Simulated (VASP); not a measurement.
# V (Im-3m) in VASP: further runs

Runs on V. Level: PBE. Tasks: single point.

All numbers are computed with VASP 6.6.1; they aren't measurements. Logs are shortened: lines on timing, memory, paths and dates and some standing lists are left out, and cuts for length are marked.

## 1. The cell of the first run

Symmetry: Im-3m, No. 229, cubic system. The conventional cell has a = 3.152 Å, b = 3.152 Å, c = 3.152 Å, α = 90.00°, β = 90.00°, γ = 90.00°. Within 3.6 Å of V (site symmetry m-3m) lie 14 V at 2.73 to 3.15 Å.

## 2. Single point, PBE, collinear spin, zero start

Input file INCAR:

```
ALGO = Normal
EDIFF = 1E-6
ENCUT = 500
GGA = PE
GGA_COMPAT = F
ISIF = 2
ISMEAR = -1
ISPIN = 2
LASPH = T
LCHARG = T
LELF = T
LMAXMIX = 4
LORBIT = 11
LREAL = F
LVHAR = T
LWAVE = F
MAGMOM = 0
NBANDS = 16
NELM = 200
PREC = Accurate
SIGMA = 0.1
```

Input file KPOINTS:

```
k-points
0
Gamma
  8 8 8
```

Input file POSCAR:

```
V
1.0
   -1.5760760000      1.5760760000      1.5760760000
    1.5760760000     -1.5760760000      1.5760760000
    1.5760760000      1.5760760000     -1.5760760000
V
1
Direct
    0.0000000000      0.0000000000      0.0000000000
```

Potentials or basis: VASP PAW PBE potentials, release 64 (V_sv).

Run with:

```
cat potpaw_PBE.64/V_sv/POTCAR > POTCAR
mpirun -np 1 vasp_std > vasp.out
```

OUTCAR:

```text
EDIFF = 1E-6
   ENCUT = 500
   GGA = PE
   ISIF = 2
   ISMEAR = -1
   ISPIN = 2
   LASPH = T
   LORBIT = 11
   LREAL = F
   NELM = 200
   PREC = Accurate

 ion  position               nearest neighbor table
   1  0.000  0.000  0.000-

  LATTYP: Found a body centered cubic cell.
 ALAT       =     3.1521520000

  Lattice vectors:

 A1 = (  -1.5760760000,   1.5760760000,   1.5760760000)
 A2 = (   1.5760760000,  -1.5760760000,   1.5760760000)
 A3 = (   1.5760760000,   1.5760760000,  -1.5760760000)

Analysis of symmetry for initial positions (statically):
=====================================================================
 Subroutine PRICEL returns:
 Original cell was already a primitive cell.

 Routine SETGRP: Setting up the symmetry group for a
 body centered cubic supercell.

 Subroutine GETGRP returns: Found 48 space group operations
 (whereof 48 operations were pure point group operations)
 out of a pool of 48 trial point group operations.

The static configuration has the point symmetry O_h .

Analysis of symmetry for dynamics (positions and initial velocities):
=====================================================================
 Subroutine PRICEL returns:
 Original cell was already a primitive cell.

 Routine SETGRP: Setting up the symmetry group for a
 body centered cubic supercell.

 Subroutine GETGRP returns: Found 48 space group operations
 (whereof 48 operations were pure point group operations)
 out of a pool of 48 trial point group operations.

The dynamic configuration has the point symmetry O_h .

Analysis of structural, dynamic, and magnetic symmetry:
=====================================================================
 Subroutine PRICEL returns:
 Original cell was already a primitive cell.

 Routine SETGRP: Setting up the symmetry group for a
 body centered cubic supercell.

 Subroutine GETGRP returns: Found 48 space group operations
 (whereof 48 operations were pure point group operations)
 out of a pool of 48 trial point group operations.

The overall configuration has the point symmetry O_h .

 Subroutine INISYM returns: Found 48 space group operations
 (whereof 48 operations are pure point group operations),
 and found     1 'primitive' translations

----------------------------------------------------------------------------------------

                                     Primitive cell

  volume of cell :      15.6600

  direct lattice vectors                    reciprocal lattice vectors
    -1.576076000  1.576076000  1.576076000     0.000000000  0.317243585  0.317243585
[... 95 lines left out ...]
   NELECT =      13.0000    total number of electrons
   NUPDOWN=      -1.0000    fix difference up-down
   EMIN   =  10.00;   EMAX   =-10.00  energy-range for DOS
   EFERMI =   0.00;   METHOD = LEGACY
   ISMEAR =    -1;   SIGMA  =   0.10  broadening in eV -4-tet -1-fermi 0-gaus
   EFERMI_NEDOS =   21; number of points for ismear=-14 and -15
   IALGO  =     38    algorithm
   IMIX   =      4    mixing-type and parameters
     AMIX     =   0.40;   BMIX     =  1.00
     AMIX_MAG =   1.60;   BMIX_MAG =  1.00
  volume/ion in A,a.u.               =      15.66       105.68
  Fermi-wavevector in a.u.,A,eV,Ry     =   1.538599  2.907531 32.208896  2.367287
  Thomas-Fermi vector in A             =   2.644945
   LORBIT       =     11    0 simple, 1 ext, 2 COOP (PROOUT), +10 PAW based schemes
   GGA     = PE    functional components
   LHFCALC =     F    Hartree Fock is set to
   AEXX    =    0.0000 exact exchange contribution
   IVDW    =     0    specifies the selected vdW correction
   LEPSILON=     F    determine dielectric tensor
   LRPA    =     F    only Hartree local field effects (RPA)
 spin polarized calculation
  energy-cutoff  :      500.00
  volume of cell :       15.66
 maximum number of plane-waves:       420
   NGX =  9   NGY =  9   NGZ =  9

 number of electron      12.9999991 magnetization       0.0000033

 number of electron      12.9999991 magnetization      -0.0000000

 Free energy of the ion-electron system (eV)
  ---------------------------------------------------
  ext. energy  EPLUGINS =         0.00000000
  ---------------------------------------------------
  free energy    TOTEN  =        -8.87136204 eV

  energy without entropy =       -8.80471129  energy(sigma->0) =       -8.83803666

 E-fermi :   7.9949     XC(G=0): -12.1051

 val. band max:        7.9807287251   @ k =  -0.2500   0.2500   0.1250
 cond. band min:       8.0189753673   @ k =  -0.2500   0.2500   0.1250
 fundamental gap:      0.0382466422
 Fermi energy:         7.9949019011

 spin component 1

 k-point     1 :       0.0000    0.0000    0.0000
  band No.  band energies     occupation
      1     -55.9304      1.00000
      2     -29.4251      1.00000
      3     -29.4251      1.00000
      4     -29.4251      1.00000
      5       1.7354      1.00000
      6       8.3407      0.03053
[... 435 lines left out ...]
      5       5.9886      1.00000
      6       6.8305      0.99999
[... 8 lines left out ...]
     15      34.2460      0.00000
     16      34.9406      0.00000

 [... further k-points ...]

 spin component 2

 k-point     1 :       0.0000    0.0000    0.0000
  band No.  band energies     occupation
      1     -55.9304      1.00000
      2     -29.4251      1.00000
      3     -29.4251      1.00000
      4     -29.4251      1.00000
      5       1.7354      1.00000
      6       8.3407      0.03053
[... 435 lines left out ...]
      5       5.9886      1.00000
      6       6.8305      0.99999
[... 8 lines left out ...]
     15      34.2460      0.00000
     16      34.9406      0.00000

 [... further k-points ...]
[... 5 lines left out ...]
  --------------------------------------------------------------------------------------
  -------------------------------------------------------------------------------------
  Total       -2.0080033     -2.0080033     -2.0080033      0.0000000      0.0000000     -0.0000000
  in kB     -205.4393080   -205.4393080   -205.4393080      0.0000000      0.0000000     -0.0000000
  external PRESSURE =    -205.4393080 kB  Pullay stress =       0.0000000 kB

 VOLUME and BASIS-vectors are now :
 -----------------------------------------------------------------------------
  energy-cutoff  :      500.00
  volume of cell :       15.66
      direct lattice vectors                 reciprocal lattice vectors
    -1.576076000  1.576076000  1.576076000     0.000000000  0.317243585  0.317243585
     1.576076000 -1.576076000  1.576076000     0.317243585  0.000000000  0.317243585
     1.576076000  1.576076000 -1.576076000     0.317243585  0.317243585  0.000000000

 POSITION                                       TOTAL-FORCE (eV/Angst)
 -----------------------------------------------------------------------------------
      0.00000      0.00000      0.00000         0.000000      0.000000      0.000000
 -----------------------------------------------------------------------------------
    total drift:                                0.000000     -0.000000      0.000000

  FREE ENERGIE OF THE ION-ELECTRON SYSTEM (eV)
  ---------------------------------------------------
  free  energy   TOTEN  =        -8.8713620398 eV

  energy  without entropy=       -8.8047112891  energy(sigma->0) =       -8.83803666

 total charge

# of ion       s       p       d       tot
------------------------------------------
    1        2.301   6.171   2.960  11.431

 magnetization (x)

# of ion       s       p       d       tot
------------------------------------------
    1       -0.000   0.000   0.000   0.000
```

OSZICAR:

```text
N       E                     dE             d eps       ncg     rms          rms(c)
DAV:   1     0.926738880942E+02    0.92674E+02   -0.63403E+03  1856   0.838E+02
DAV:   2    -0.893163385230E+01   -0.10161E+03   -0.97762E+02  2008   0.266E+02
DAV:   3    -0.105009850181E+02   -0.15694E+01   -0.15675E+01  2168   0.362E+01
DAV:   4    -0.105079854949E+02   -0.70005E-02   -0.70003E-02  2176   0.254E+00
DAV:   5    -0.105080538249E+02   -0.68330E-04   -0.68330E-04  2200   0.234E-01    0.151E+01
DAV:   6    -0.890199865455E+01    0.16061E+01   -0.19188E+00  1872   0.243E+01    0.171E+00
DAV:   7    -0.888048674651E+01    0.21512E-01   -0.50897E-02  2000   0.308E+00    0.763E-01
DAV:   8    -0.887152506362E+01    0.89617E-02   -0.43824E-03  2144   0.799E-01    0.192E-01
DAV:   9    -0.887134987549E+01    0.17519E-03   -0.57280E-04  1920   0.340E-01    0.401E-02
DAV:  10    -0.887136161042E+01   -0.11735E-04   -0.19267E-05  2128   0.485E-02    0.767E-03
DAV:  11    -0.887136203977E+01   -0.42935E-06   -0.69912E-07  1552   0.134E-02
   1 F= -.88713620E+01 E0= -.88380367E+01  d E =-.666508E-01  mag=     0.0000
```

stdout:

```text
POSCAR found type information on POSCAR V
 POSCAR found :  1 types and       1 ions
 scaLAPACK will be used
 LDA part: xc-table for (Slater+PW92), standard interpolation
 POSCAR, INCAR and KPOINTS ok, starting setup
 FFT: planning ... GRIDC
 FFT: planning ... GRID_SOFT
 FFT: planning ... GRID
 WAVECAR not read
 entering main loop
```

It took 17 s on 1 thread of Intel Xeon Platinum 8375C at 2.90GHz (Ice Lake), shared host; peak memory 0.13 GiB.

What came out:

```
Free energy                                           : -8.8714 eV
Pressure                                              : -20.5 GPa
Net moment                                            : 0.00 μB per cell
Valence electrons inside the program's atomic spheres : V 11.43
```

Levels at points of the mesh, in eV from the Fermi level:
Spin up:
```csv
k point,band 3,band 4,band 5,band 6,band 7,band 8,band 9,band 10
"(0.00, 0.00, 0.00)",-37.42,-37.42,-6.26,0.35,0.35,0.35,2.01,2.01
"(0.50, 0.00, 0.00)",-37.60,-37.42,-2.73,-0.90,1.16,1.98,2.28,3.34
"(0.50, 0.50, 0.50)",-37.81,-37.81,-2.40,-2.40,3.03,3.03,3.03,8.86
```
Spin down:
```
           k point  band 3  band 4  band 5  band 6  band 7  band 8  band 9  band 10
(0.00, 0.00, 0.00)  -37.42  -37.42   -6.26    0.35    0.35    0.35    2.01     2.01
(0.50, 0.00, 0.00)  -37.60  -37.42   -2.73   -0.90    1.16    1.98    2.28     3.34
(0.50, 0.50, 0.50)  -37.81  -37.81   -2.40   -2.40    3.03    3.03    3.03     8.86
```

## 3. Single point, PBE, collinear spin, zero start

Input file INCAR:

```
SYSTEM = V
PREC     = Accurate       ! precision mode
ENCUT    = 500            ! plane-wave cutoff, eV
EDIFF    = 1E-6           ! SCF threshold, eV
ISMEAR   = -1             ! smearing method
SIGMA    = 0.1            ! smearing width, eV
LREAL    = .False.        ! projectors in reciprocal space
LASPH    = .True.         ! aspherical terms in the spheres
NELM     = 200            ! most SCF steps
ALGO     = Normal         ! electronic algorithm
ISIF     = 2              ! what is computed and relaxed
LWAVE    = .False.        ! write WAVECAR
LCHARG   = .False.        ! write CHGCAR
ISPIN    = 2              ! spin polarisation
MAGMOM   = 0              ! initial moments
LORBIT   = 11             ! projections on sites
LMAXMIX  = 4              ! l up to which the mixer works
GGA      = PE             ! functional
NBANDS   = 16             ! bands
GGA_COMPAT= .False.
```

Input file KPOINTS:

```
regular mesh
0
Gamma
  8 8 8
  0 0 0
```

POSCAR is that of step 2.

Potentials or basis: VASP PAW PBE potentials, release 64 (V_sv).

Run with:

```
cat potpaw_PBE.64/V_sv/POTCAR > POTCAR
mpirun -np 1 vasp_std > vasp.out
```

OUTCAR:

```text
SYSTEM = V
   PREC = Accurate
   ENCUT = 500
   EDIFF = 1E-6
   ISMEAR = -1
   LREAL = .False.
   LASPH = .True.
   NELM = 200
   ISIF = 2
   ISPIN = 2
   LORBIT = 11
   GGA = PE

 ion  position               nearest neighbor table
   1  0.000  0.000  0.000-

  LATTYP: Found a body centered cubic cell.
 ALAT       =     3.1521520000

  Lattice vectors:

 A1 = (  -1.5760760000,   1.5760760000,   1.5760760000)
 A2 = (   1.5760760000,  -1.5760760000,   1.5760760000)
 A3 = (   1.5760760000,   1.5760760000,  -1.5760760000)

Analysis of symmetry for initial positions (statically):
=====================================================================
 Subroutine PRICEL returns:
 Original cell was already a primitive cell.

 Routine SETGRP: Setting up the symmetry group for a
 body centered cubic supercell.

 Subroutine GETGRP returns: Found 48 space group operations
 (whereof 48 operations were pure point group operations)
 out of a pool of 48 trial point group operations.

The static configuration has the point symmetry O_h .

Analysis of symmetry for dynamics (positions and initial velocities):
=====================================================================
 Subroutine PRICEL returns:
 Original cell was already a primitive cell.

[... 620 lines left out ...]
      5       5.9886      1.00000
      6       6.8305      0.99999
[... 8 lines left out ...]
     15      34.2460      0.00000
     16      34.9406      0.00000

 [... further k-points ...]

 spin component 2

 k-point     1 :       0.0000    0.0000    0.0000
  band No.  band energies     occupation
      1     -55.9304      1.00000
      2     -29.4251      1.00000
      3     -29.4251      1.00000
      4     -29.4251      1.00000
      5       1.7354      1.00000
      6       8.3407      0.03053
[... 435 lines left out ...]
      5       5.9886      1.00000
      6       6.8305      0.99999
[... 8 lines left out ...]
     15      34.2460      0.00000
     16      34.9406      0.00000

 [... further k-points ...]
[... 5 lines left out ...]
  --------------------------------------------------------------------------------------
  -------------------------------------------------------------------------------------
  Total       -2.0080033     -2.0080033     -2.0080033      0.0000000      0.0000000     -0.0000000
  in kB     -205.4393080   -205.4393080   -205.4393080      0.0000000      0.0000000     -0.0000000
  external PRESSURE =    -205.4393080 kB  Pullay stress =       0.0000000 kB

 VOLUME and BASIS-vectors are now :
 -----------------------------------------------------------------------------
  energy-cutoff  :      500.00
  volume of cell :       15.66
      direct lattice vectors                 reciprocal lattice vectors
    -1.576076000  1.576076000  1.576076000     0.000000000  0.317243585  0.317243585
     1.576076000 -1.576076000  1.576076000     0.317243585  0.000000000  0.317243585
     1.576076000  1.576076000 -1.576076000     0.317243585  0.317243585  0.000000000

 POSITION                                       TOTAL-FORCE (eV/Angst)
 -----------------------------------------------------------------------------------
      0.00000      0.00000      0.00000         0.000000      0.000000      0.000000
 -----------------------------------------------------------------------------------
    total drift:                                0.000000     -0.000000      0.000000

  FREE ENERGIE OF THE ION-ELECTRON SYSTEM (eV)
  ---------------------------------------------------
  free  energy   TOTEN  =        -8.8713620398 eV

  energy  without entropy=       -8.8047112891  energy(sigma->0) =       -8.83803666

 total charge

# of ion       s       p       d       tot
------------------------------------------
    1        2.301   6.171   2.960  11.431

 magnetization (x)

# of ion       s       p       d       tot
------------------------------------------
    1       -0.000   0.000   0.000   0.000
```

stdout:

```text
POSCAR found type information on POSCAR V
 POSCAR found :  1 types and       1 ions
 scaLAPACK will be used
 LDA part: xc-table for (Slater+PW92), standard interpolation
 POSCAR, INCAR and KPOINTS ok, starting setup
 FFT: planning ... GRIDC
 FFT: planning ... GRID_SOFT
 FFT: planning ... GRID
 WAVECAR not read
 entering main loop
```

Wall time 16 s (1 thread of Intel Xeon Platinum 8375C at 2.90GHz (Ice Lake), shared host); peak memory 0.13 GiB.

What came out:

* Free energy: -8.8714 eV
* Pressure: -20.5 GPa
* Net moment: 0.00 μB per cell
* Valence electrons inside the program's atomic spheres: V 11.43

Levels at points of the mesh, in eV from the Fermi level:
Spin up:
```csv
k point,band 2,band 3,band 4,band 5,band 6,band 7,band 8,band 9,band 10,band 11
"(0.00, 0.00, 0.00)",-37.42,-37.42,-37.42,-6.26,0.35,0.35,0.35,2.01,2.01,19.26
"(0.50, 0.00, 0.00)",-37.97,-37.60,-37.42,-2.73,-0.90,1.16,1.98,2.28,3.34,8.41
"(0.50, 0.50, 0.50)",-37.81,-37.81,-37.81,-2.40,-2.40,3.03,3.03,3.03,8.86,8.86
```
Spin down:
```csv
k point,band 2,band 3,band 4,band 5,band 6,band 7,band 8,band 9,band 10,band 11
"(0.00, 0.00, 0.00)",-37.42,-37.42,-37.42,-6.26,0.35,0.35,0.35,2.01,2.01,19.26
"(0.50, 0.00, 0.00)",-37.97,-37.60,-37.42,-2.73,-0.90,1.16,1.98,2.28,3.34,8.41
"(0.50, 0.50, 0.50)",-37.81,-37.81,-37.81,-2.40,-2.40,3.03,3.03,3.03,8.86,8.86
```
